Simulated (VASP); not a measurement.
# CoO (P3m1) in VASP: settings compared, part 2 of 2

VASP 6.6.1. Earlier steps stand in the parts before.

### 4 Single point, LDA, collinear spin, ferromagnetic start (volume scaled by 0.94)

File INCAR:

```
SYSTEM = CoO
PREC     = Accurate       ! precision mode
ENCUT    = 520            ! plane-wave cutoff, eV
EDIFF    = 1E-6           ! SCF threshold, eV
ISMEAR   = -1             ! smearing method
SIGMA    = 0.05           ! smearing width, eV
LREAL    = .FALSE.        ! projectors in reciprocal space
LASPH    = .TRUE.         ! aspherical terms in the spheres
NELM     = 150            ! most SCF steps
ALGO     = Normal         ! electronic algorithm
ISIF     = 2              ! what is computed and relaxed
LWAVE    = .FALSE.        ! write WAVECAR
LCHARG   = .TRUE.         ! write CHGCAR
ISPIN    = 2              ! spin polarisation
MAGMOM   = 2 2 0 0        ! initial moments
LORBIT   = 11             ! projections on sites
LMAXMIX  = 4              ! l up to which the mixer works
GGA      = CA             ! functional
LELF     = .TRUE.         ! ELF
LVHAR    = .TRUE.       
NBANDS   = 27             ! bands
```

File KPOINTS:

```
regular mesh
0
G
  10 10 5
  0 0 0
```

File POSCAR:

```
CoO
1.0
    3.1323693509      0.0000000000      0.0000000000
   -1.5661846755      2.7127114320      0.0000000000
    0.0000000000      0.0000000000      5.1219713984
Co O
2 2
Direct
    0.3333333333      0.6666666667      0.5033624100
    0.0000000000      0.0000000000      0.0034741400
    0.3333333333      0.6666666667      0.8715556000
    0.0000000000      0.0000000000      0.3716088500
```

Potentials or basis: VASP PAW LDA potentials, release 64 (Co, O).

The run is started by

```
> cat potpaw_LDA.64/Co/POTCAR potpaw_LDA.64/O/POTCAR > POTCAR
> mpirun -np 1 vasp_std > vasp.out
```

OUTCAR:

```text
SYSTEM = CoO
   PREC = Accurate
   ENCUT = 520
   EDIFF = 1E-6
   ISMEAR = -1
   LREAL = .FALSE.
   LASPH = .TRUE.
   NELM = 150
   ISIF = 2
   ISPIN = 2
   LORBIT = 11
   GGA = CA

 ion  position               nearest neighbor table
   1  0.333  0.667  0.503-   3 1.89   4 1.93   4 1.93   4 1.93
   2  0.000  0.000  0.003-   4 1.89   3 1.93   3 1.93   3 1.93
   3  0.333  0.667  0.872-   1 1.89   2 1.93   2 1.93   2 1.93
   4  0.000  0.000  0.372-   2 1.89   1 1.93   1 1.93   1 1.93

  LATTYP: Found a hexagonal cell.
 ALAT       =     3.1323693509
 C/A-ratio  =     1.6351747909

  Lattice vectors:

 A1 = (   3.1323693509,   0.0000000000,   0.0000000000)
[... 1665 lines left out ...]
    -1.566184675  2.712711432  0.000000000     0.000000000  0.368634860  0.000000000
     0.000000000  0.000000000  5.121971398     0.000000000  0.000000000  0.195237326

 POSITION                                       TOTAL-FORCE (eV/Angst)
 -----------------------------------------------------------------------------------
     -0.00000      1.80847      2.57821        -0.000000     -0.000000     -0.150348
      0.00000      0.00000      0.01779        -0.000000     -0.000000     -0.153766
     -0.00000      1.80847      4.46408        -0.000000      0.000000      0.151827
      0.00000      0.00000      1.90337         0.000000     -0.000000      0.152287
 -----------------------------------------------------------------------------------
    total drift:                                0.000000     -0.000000      0.000586

  FREE ENERGIE OF THE ION-ELECTRON SYSTEM (eV)
  ---------------------------------------------------
  free  energy   TOTEN  =       -29.9740026283 eV

  energy  without entropy=      -29.9344337513  energy(sigma->0) =      -29.95421819

 total charge

# of ion       s       p       d       tot
------------------------------------------
    1        0.362   0.483   7.303   8.148
    2        0.362   0.483   7.303   8.148
    3        1.544   3.405   0.000   4.950
    4        1.544   3.405   0.000   4.950
--------------------------------------------------
tot          3.813   7.777  14.606  26.195

 magnetization (x)

# of ion       s       p       d       tot
------------------------------------------
    1        0.009   0.041   1.621   1.671
    2        0.009   0.041   1.622   1.672
    3        0.016   0.167   0.000   0.183
    4        0.016   0.167   0.000   0.183
--------------------------------------------------
tot          0.049   0.416   3.243   3.709
```

OSZICAR:

```text
N       E                     dE             d eps       ncg     rms          rms(c)
DAV:   1     0.249181122617E+03    0.24918E+03   -0.13577E+04  6312   0.133E+03
DAV:   2    -0.814779012668E+01   -0.25733E+03   -0.23104E+03  6400   0.316E+02
DAV:   3    -0.347264628493E+02   -0.26579E+02   -0.25094E+02  6916   0.116E+02
DAV:   4    -0.353423999907E+02   -0.61594E+00   -0.61336E+00  6961   0.180E+01
DAV:   5    -0.353626305583E+02   -0.20231E-01   -0.20227E-01  8251   0.307E+00    0.249E+01
DAV:   6    -0.349043533403E+02    0.45828E+00   -0.38334E+01  8252   0.951E+01    0.318E+01
DAV:   7    -0.300332577983E+02    0.48711E+01   -0.12921E+01  7196   0.802E+01    0.100E+01
DAV:   8    -0.299987653692E+02    0.34492E-01   -0.14240E+00  7248   0.897E+00    0.517E+00
DAV:   9    -0.301981664769E+02   -0.19940E+00   -0.13428E+00  9089   0.137E+01    0.770E+00
DAV:  10    -0.299822293919E+02    0.21594E+00   -0.14239E+00  8655   0.125E+01    0.140E+00
DAV:  11    -0.299743884143E+02    0.78410E-02   -0.36318E-02  9335   0.251E+00    0.335E-01
DAV:  12    -0.299739828969E+02    0.40552E-03   -0.44505E-03  9063   0.671E-01    0.112E-01
DAV:  13    -0.299739952009E+02   -0.12304E-04   -0.33606E-04  8424   0.181E-01    0.707E-02
DAV:  14    -0.299739993272E+02   -0.41263E-05   -0.24138E-05  7932   0.602E-02    0.281E-02
DAV:  15    -0.299740027315E+02   -0.34044E-05   -0.97842E-06  7664   0.380E-02    0.129E-02
DAV:  16    -0.299740026283E+02    0.10324E-06   -0.18708E-06  3976   0.180E-02
   1 F= -.29974003E+02 E0= -.29954218E+02  d E =-.395689E-01  mag=     3.8212
```

stdout:

```text
POSCAR found type information on POSCAR CoO
 POSCAR found :  2 types and       4 ions
 scaLAPACK will be used
 LDA part: xc-table for (Slater(with rela. corr.)+CA(PZ))
 , standard interpolation
 POSCAR, INCAR and KPOINTS ok, starting setup
 FFT: planning ... GRIDC
 FFT: planning ... GRID_SOFT
 FFT: planning ... GRID
 WAVECAR not read
 entering main loop
```

Wall time 1.8 min (1 thread of Intel Xeon Platinum 8259CL at 2.50GHz (Skylake/Cascade Lake), shared host); peak memory 0.22 GiB.

Results:

| Quantity | Value |
| --- | --- |
| Free energy | -29.9740 eV |
| Pressure | -14.2 GPa |
| Largest force | 0.154 eV/Å |
| Net moment | 3.82 μB per cell |
| Site moments | Co +1.67; O +0.18 μB |
| Valence electrons inside the program's atomic spheres | Co 8.15; O 4.95 |

Forces in eV/Å, atoms in the order of the input:
```
Co   0.000  0.000 -0.150
Co   0.000  0.000 -0.154
O    0.000  0.000  0.152
O    0.000  0.000  0.152
```

Stress tensor (GPa, compression positive):
```
-17.01   0.00   0.00
  0.00 -17.01   0.00
  0.00   0.00  -8.45
```

Caveat: semilocal functionals often make such compounds metallic where correlation or magnetic order opens a gap, which also shifts bond lengths.

### 5 The runs side by side

| level | potentials or basis | cell | gap on the mesh (eV) | pressure (GPa) | moment (μB) | largest force (eV/Å) |
| --- | --- | --- | --- | --- | --- | --- |
| LDA | VASP PAW LDA potentials, release 64 (Co, O) | a = 3.219, b = 3.219, c = 5.263 Å, angles 90.0, 90.0, 120.0°, 4 atoms | none | -17.7 | 5.49 | 0.23 |
| PBEsol | VASP PAW PBE potentials, release 64 (Co, O) | a = 3.219, b = 3.219, c = 5.263 Å, angles 90.0, 90.0, 120.0°, 4 atoms | none | -9.6 | 5.87 | 0.24 |
| LDA | VASP PAW LDA potentials, release 64 (Co, O) | a = 3.132, b = 3.132, c = 5.122 Å, angles 90.0, 90.0, 120.0°, 4 atoms | none | -14.2 | 3.82 | 0.15 |

Alike in all rows: task single point; spin collinear, ferromagnetic start; k mesh 10 × 10 × 5; cutoff (eV) 520; smearing fermi-dirac 0.05 eV.

Caveats: semilocal functionals often make such compounds metallic where correlation or magnetic order opens a gap, which also shifts bond lengths; the PAW data sets were made with another functional, which shifts forces and pressure a little (some runs).

Absolute energies hang on the potentials; compare differences alone.
